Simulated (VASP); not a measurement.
A run of VASP 6.6.1 is set up as follows.

Contents of INCAR:

```
SYSTEM = Ag4SI
ALGO     = Normal         ! electronic algorithm
EDIFF    = 1E-6           ! SCF threshold, eV
ENCUT    = 520            ! plane-wave cutoff, eV
GGA      = PE             ! functional
ISIF     = 2              ! what is computed and relaxed
ISMEAR   = -1             ! smearing method
LASPH    = .True.         ! aspherical terms in the spheres
LCHARG   = .True.         ! write CHGCAR
LELF     = .True.         ! ELF
LREAL    = .False.        ! projectors in reciprocal space
LVHAR    = .True.       
LWAVE    = .False.        ! write WAVECAR
NBANDS   = 38             ! bands
NELM     = 100            ! most SCF steps
PREC     = Accurate       ! precision mode
SIGMA    = 0.05           ! smearing width, eV
```

KPOINTS

```
k-points
0
Gamma
  6 6 4
  0 0 0
```

Contents of POSCAR:

```
Ag4SI
1.0
    4.0244870000     -2.9004550000      0.0000000000
    4.0244870000      2.9004550000      0.0000000000
   -0.0298820000      0.0000000000      6.6928640000
I Ag S
1 4 1
Direct
    0.4982090000      0.4986500000      0.5059540000
    0.0074520000      0.4939020000     -0.0109930000
    0.1405710000      0.1434370000      0.3657170000
    0.5026410000     -0.0077070000     -0.0005500000
    0.8633710000      0.8636010000      0.6302220000
    0.0186470000     -0.0089290000      0.0001380000
```

Potentials or basis: VASP PAW PBE potentials, release 64 (I, Ag, S).

Run with:

```console
$ cat potpaw_PBE.64/I/POTCAR potpaw_PBE.64/Ag/POTCAR potpaw_PBE.64/S/POTCAR > POTCAR
$ mpirun -np 1 vasp_std > vasp.out
```

Problem. What does it give for the band gap on the k mesh?

Solution. Zero (an odd number of electrons rules out a gap without spin polarisation).

Problem. Estimate the pressure.

Solution. -0.4 GPa.

Stress tensor (GPa, compression positive):
```
-0.72 -0.12  0.24
-0.12 -0.43 -0.01
 0.24 -0.01 -0.13
```

Caveat: the cell differs from its parent crystal (atoms moved at random); spin-orbit coupling is left out, which moves the levels of the heavy elements; an odd number of electrons without spin polarisation forces a metal; a magnetic or distorted state may lie lower.
